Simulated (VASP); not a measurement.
# Mg (Cmcm) in VASP: a series of runs, part 2 of 2

VASP 6.6.1. Earlier steps stand in the parts before.

### 3 Single point, PBEsol (Ba replaced by Mg, lengths x 0.793, strained)

INCAR reads:

```
ALGO     = Fast           # electronic algorithm
EDIFF    = 1E-6           # SCF threshold, eV
ENCUT    = 520            # plane-wave cutoff, eV
GGA      = PS             # functional
ISIF     = 2              # what is computed and relaxed
ISMEAR   = 0              # smearing method
LASPH    = T              # aspherical terms in the spheres
LCHARG   = F              # write CHGCAR
LREAL    = F              # projectors in reciprocal space
LWAVE    = F              # write WAVECAR
NBANDS   = 12             # bands
NELM     = 80             # most SCF steps
PREC     = Accurate       # precision mode
SIGMA    = 0.1            # smearing width, eV
```

KPOINTS reads:

```
k-points
0
Gamma
  10 10 8
```

POSCAR reads:

```
Mg
1.0
    2.7327101369     -3.5608979070      0.0000000000
    2.7327101369      3.5608979070      0.0000000000
    0.0000000000      0.0000000000      5.0472907075
Mg
4
Direct
    0.8558440000      0.1441560000      0.2500000000
    0.1441560000      0.8558440000      0.7500000000
    0.4865510000      0.5134490000      0.2500000000
    0.5134490000      0.4865510000      0.7500000000
```

Potentials or basis: VASP PAW PBE potentials, release 64 (Mg).

Started as:

```
> cat potpaw_PBE.64/Mg/POTCAR > POTCAR
> mpirun -np 1 vasp_std > vasp.out
```

OUTCAR:

```text
EDIFF = 1E-6
   ENCUT = 520
   GGA = PS
   ISIF = 2
   ISMEAR = 0
   LASPH = T
   LREAL = F
   NELM = 80
   PREC = Accurate

 ion  position               nearest neighbor table
   1  0.856  0.144  0.250-   3 2.63   3 2.89   3 2.89   2 3.25   2 3.25   4 3.51   4 3.51
   2  0.144  0.856  0.750-   4 2.63   4 2.89   4 2.89   1 3.25   1 3.25   3 3.51   3 3.51
   3  0.487  0.513  0.250-   4 2.53   4 2.53   1 2.63   1 2.89   1 2.89   2 3.51   2 3.51
   4  0.513  0.487  0.750-   3 2.53   3 2.53   2 2.63   2 2.89   2 2.89   1 3.51   1 3.51

  LATTYP: Found a base centered orthorhombic cell.
 ALAT       =     5.4654202738
 B/A-ratio  =     1.3030646240
 C/A-ratio  =     0.9234954413

  Lattice vectors:

 A1 = (   2.7327101369,  -3.5608979070,   0.0000000000)
 A2 = (   2.7327101369,   3.5608979070,   0.0000000000)
 A3 = (   0.0000000000,   0.0000000000,   5.0472907075)

Analysis of symmetry for initial positions (statically):
=====================================================================
 Subroutine PRICEL returns:
 Original cell was already a primitive cell.

 Routine SETGRP: Setting up the symmetry group for a
 base centered orthorhombic supercell.

 Subroutine GETGRP returns: Found  8 space group operations
 (whereof  4 operations were pure point group operations)
 out of a pool of  8 trial point group operations.

The static configuration has the point symmetry C_2h.
 The point group associated with its full space group is D_2h.

Analysis of symmetry for dynamics (positions and initial velocities):
=====================================================================
 Subroutine PRICEL returns:
 Original cell was already a primitive cell.

 Routine SETGRP: Setting up the symmetry group for a
 base centered orthorhombic supercell.

 Subroutine GETGRP returns: Found  8 space group operations
 (whereof  4 operations were pure point group operations)
 out of a pool of  8 trial point group operations.

The dynamic configuration has the point symmetry C_2h.
 The point group associated with its full space group is D_2h.

 Subroutine INISYM returns: Found  8 space group operations
 (whereof  4 operations are pure point group operations),
 and found     1 'primitive' translations

----------------------------------------------------------------------------------------

                                     Primitive cell

  volume of cell :      98.2294

  direct lattice vectors                    reciprocal lattice vectors
     2.732710137 -3.560897907  0.000000000     0.182968546 -0.140414023  0.000000000
     2.732710137  3.560897907  0.000000000     0.182968546  0.140414023  0.000000000
     0.000000000  0.000000000  5.047290708     0.000000000  0.000000000  0.198126095

  length of vectors
     4.488618785  4.488618785  5.047290708     0.230637349  0.230637349  0.198126095

  position of ions in fractional coordinates (direct lattice)
     0.855844000  0.144156000  0.250000000
     0.144156000  0.855844000  0.750000000
     0.486551000  0.513449000  0.250000000
     0.513449000  0.486551000  0.750000000

  ion indices of the primitive-cell ions
[... 60 lines left out ...]
   number of dos      NEDOS =    301   number of ions     NIONS =      4
   total plane-waves  NPLWV =  51840
   dimension x,y,z NGX =    36 NGY =   36 NGZ =   40
   dimension x,y,z NGXF=    72 NGYF=   72 NGZF=   80
   ions per type =               4
   NGX,Y,Z   is equivalent  to a cutoff of  13.33, 13.33, 13.18 a.u.
   NGXF,Y,Z  is equivalent  to a cutoff of  26.67, 26.67, 26.35 a.u.
 SYSTEM =  unknown system
   PREC   = accura    normal or accurate (medium, high low for compatibility)
   ISTART =      0    job   : 0-new  1-cont  2-samecut
   ICHARG =      2    charge: 1-file 2-atom 10-const
   ISPIN  =      1    spin polarized calculation?
   LNONCOLLINEAR =      F non collinear calculations
   LSORBIT =      F    spin-orbit coupling
   LASPH  =      T    aspherical Exc in radial PAW
   ENCUT  =  520.0 eV  38.22 Ry    6.18 a.u.   8.35  8.35  9.38*2*pi/ulx,y,z
   NELM   =     80;   NELMIN=  2; NELMDL= -5     # of ELM steps
   EDIFF  = 0.1E-05   stopping-criterion for ELM
   LREAL  =      F    real-space projection
   EDIFFG = 0.1E-04   stopping-criterion for IOM
   NSW    =      0    number of steps for IOM
   IBRION =     -1    ionic relax: 0-MD 1-quasi-New 2-CG
   NFREE  =      0    steps in history (QN), initial steepest desc. (CG)
   ISIF   =      2    stress and relaxation
   ISYM   =      2    0-nonsym 1-usesym 2-fastsym
   POTIM  = 0.5000    time-step for ionic-motion
   TEBEG  =    0.0;   TEEND  =   0.0 temperature during run
   PSTRESS=    0.0 pullay stress
   NELECT =       8.0000    total number of electrons
   NUPDOWN=      -1.0000    fix difference up-down
   EMIN   =  10.00;   EMAX   =-10.00  energy-range for DOS
   EFERMI =   0.00;   METHOD = LEGACY
   ISMEAR =     0;   SIGMA  =   0.10  broadening in eV -4-tet -1-fermi 0-gaus
   EFERMI_NEDOS =   21; number of points for ismear=-14 and -15
   IALGO  =     68    algorithm
   IMIX   =      4    mixing-type and parameters
     AMIX     =   0.40;   BMIX     =  1.00
     AMIX_MAG =   1.60;   BMIX_MAG =  1.00
  volume/ion in A,a.u.               =      24.56       165.72
  Fermi-wavevector in a.u.,A,eV,Ry     =   0.709618  1.340983  6.851310  0.503557
  Thomas-Fermi vector in A             =   1.796247
   LORBIT       =      0    0 simple, 1 ext, 2 COOP (PROOUT), +10 PAW based schemes
   GGA     = PS    functional components
   LHFCALC =     F    Hartree Fock is set to
   AEXX    =    0.0000 exact exchange contribution
   IVDW    =     0    specifies the selected vdW correction
   LEPSILON=     F    determine dielectric tensor
   LRPA    =     F    only Hartree local field effects (RPA)
 non-spin polarized calculation
 RMM-DIIS sequential band-by-band and
 Gauss-broadening in eV      SIGMA  =   0.10
  energy-cutoff  :      520.00
  volume of cell :       98.23
 maximum number of plane-waves:      2674
 NGX is ok and might be reduce to    36
   NGX = 17   NGY = 17   NGZ = 19

 number of electron       8.0000000 magnetization

 Free energy of the ion-electron system (eV)
  ---------------------------------------------------
  ext. energy  EPLUGINS =         0.00000000
  ---------------------------------------------------
  free energy    TOTEN  =        -4.55794015 eV

  energy without entropy =       -4.54893523  energy(sigma->0) =       -4.55343769

 E-fermi :   2.1355     XC(G=0):  -8.2615

 val. band max:        2.1306912339   @ k =  -0.4000   0.3000   0.2500
 cond. band min:       2.1447107230   @ k =   0.4000   0.1000   0.0000
 fundamental gap:      0.0140194892
 Fermi energy:         2.1355040412

 k-point     1 :       0.0000    0.0000    0.0000
  band No.  band energies     occupation
      1      -4.4870      2.00000
      2       0.9187      2.00000
      3       1.4983      2.00000
      4       2.6066      0.00000
      5       3.3536      0.00000
      6       3.3588      0.00000
      7       3.6224      0.00000
      8       6.8834      0.00000
      9       7.5444      0.00000
     10       7.5478      0.00000
     11       8.0126      0.00000
     12       8.0904      0.00000
[... 331 lines left out ...]
 k-point    24 :       0.4000    0.3000    0.0000
  band No.  band energies     occupation
      1      -2.2699      2.00000
      2      -1.4872      2.00000
      3      -0.4121      2.00000
      4       2.7278      0.00000
      5       3.6332      0.00000
      6       3.8929      0.00000
      7       3.9813      0.00000
      8       4.5380      0.00000
      9       4.9446      0.00000
     10       5.5194      0.00000
     11       7.9599      0.00000
     12       8.9540      0.00000

 [... further k-points ...]

------------------------ aborting loop because EDIFF is reached ----------------------------------------

  FORCE on cell =-STRESS in cart. coord.  units (eV):
  Direction    XX          YY          ZZ          XY          YZ          ZX
  --------------------------------------------------------------------------------------
  -------------------------------------------------------------------------------------
  Total        1.4116225      4.0261603      4.1745254      0.0000000      0.0000000      0.0000000
  in kB       23.0243703     65.6689757     68.0888949      0.0000000      0.0000000      0.0000000
  external PRESSURE =      52.2607470 kB  Pullay stress =       0.0000000 kB

 VOLUME and BASIS-vectors are now :
 -----------------------------------------------------------------------------
  energy-cutoff  :      520.00
  volume of cell :       98.23
      direct lattice vectors                 reciprocal lattice vectors
     2.732710137 -3.560897907  0.000000000     0.182968546 -0.140414023  0.000000000
     2.732710137  3.560897907  0.000000000     0.182968546  0.140414023  0.000000000
     0.000000000  0.000000000  5.047290708     0.000000000  0.000000000  0.198126095

 POSITION                                       TOTAL-FORCE (eV/Angst)
 -----------------------------------------------------------------------------------
      2.73271     -2.53425      1.26182         0.000000     -0.710400      0.000000
      2.73271      2.53425      3.78547         0.000000      0.710400     -0.000000
      2.73271      0.09578      1.26182         0.000000      1.259029     -0.000000
      2.73271     -0.09578      3.78547         0.000000     -1.259029      0.000000
 -----------------------------------------------------------------------------------
    total drift:                                0.000000      0.000000     -0.000000

  FREE ENERGIE OF THE ION-ELECTRON SYSTEM (eV)
  ---------------------------------------------------
  free  energy   TOTEN  =        -4.5579401520 eV

  energy  without entropy=       -4.5489352264  energy(sigma->0) =       -4.55343769
```

It took 1.7 min on 1 thread of AMD EPYC 7R13 (Zen 3), shared host; peak memory 0.28 GiB.

What came out:

```
Free energy            : -4.5579 eV
Pressure               : 5.2 GPa
Largest force          : 1.259 eV/Å
Band gap on the k mesh : zero (bands 4 and 5 overlap by 3.22 eV)
```

Forces in eV/Å, atoms in the order of the input:
```
Mg   0.000 -0.710  0.000
Mg   0.000  0.710  0.000
Mg   0.000  1.259  0.000
Mg   0.000 -1.259  0.000
```

Stress tensor (GPa, compression positive):
```
2.30 0.00 0.00
0.00 6.57 0.00
0.00 0.00 6.81
```

Caveat: the cell differs from its parent crystal (Ba replaced by Mg, lengths x 0.793, strained); the cell stands under pressure; the PAW data sets were made with another functional, which shifts forces and pressure a little.
